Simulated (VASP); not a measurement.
Input of a VASP 6.6.1 run:

File INCAR:

```
ALGO = Normal
EDIFF = 1E-6
ENCUT = 520
GGA = PS
ISIF = 2
ISMEAR = -1
LASPH = T
LCHARG = F
LREAL = F
LWAVE = F
NBANDS = 27
NELM = 60
PREC = Accurate
SIGMA = 0.05
```

Contents of KPOINTS:

```
k-points
0
Gamma
  4 4 4
```

POSCAR

```
Se
1.0
    5.3612955842      3.0953454487      1.5123523228
   -5.3612955842      3.0953454487      1.5123523228
    0.0000000000     -6.1906908975      1.5123523226
Se
6
Direct
    0.3031227144      0.1673156769      0.9100625991
    0.9100625991      0.3031227144      0.1673156769
    0.1673156769      0.9100625991      0.3031227144
    0.6968772856      0.8326843231      0.0899374009
    0.0899374009      0.6968772856      0.8326843231
    0.8326843231      0.0899374009      0.6968772856
```

Potentials or basis: VASP PAW PBE potentials, release 64 (Se).

The run is started by

```bash
$ cat potpaw_PBE.64/Se/POTCAR > POTCAR
$ mpirun -np 1 vasp_std > vasp.out
```

**Question.** What does it give for the largest force?

**Answer.** 0.026 eV/Å.

**Question.** Estimate the band gap on the k mesh.

**Answer.** 1.06 eV, indirect (least direct gap 1.26 eV).

**Question.** Estimate the pressure.

**Answer.** 0.2 GPa.

Forces in eV/Å, atoms in the order of the input:
```
Se   0.004  0.019  0.017
Se  -0.018 -0.006  0.017
Se   0.015 -0.013  0.017
Se  -0.004 -0.019 -0.017
Se   0.018  0.006 -0.017
Se  -0.015  0.013 -0.017
```

Caveat: the PAW data sets were made with another functional, which shifts forces and pressure a little. A k mesh can miss the band edges.
